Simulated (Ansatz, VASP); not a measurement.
**TePb: VASP beside Ansatz**

```xyz
2
Lattice="0.0000 3.2521 3.2521 3.2521 0.0000 3.2521 3.2521 3.2521 0.0000" Properties=species:S:1:pos:R:3 pbc="T T T"
Pb    0.0000    0.0000    0.0000
Te    3.2521    3.2521    3.2521
```

Alike in both runs: task single point; functional PBE; k mesh 6 × 6 × 6; no spin polarisation.

|  | VASP | Ansatz |
| --- | --- | --- |
| version | VASP 6.6.1 | Ansatz 0.2.0 |
| potentials or method | VASP PAW PBE potentials, release 64 (Pb_d, Te), cutoff 500 eV | scalar-relativistic, plane waves, PAW |
| occupations | gaussian, width 0.01 eV | fixed |
| valence electrons in the cell | 20 | 30 |

|  | VASP | Ansatz | Ansatz less VASP |
| --- | --- | --- | --- |
| gap on the k mesh at the Fermi level (eV) | 0.78 | 0.78 | +0.002 |
| least direct gap on the mesh (eV) | 0.78 | 0.78 | +0.002 |
| pressure (GPa) | 1.2 | 1.2 | +0.06 |

VASP's potentials hold 20 valence electrons a cell and Ansatz's 30, so a difference there can come from the potentials and not from the codes.

Spin-orbit coupling is off throughout.
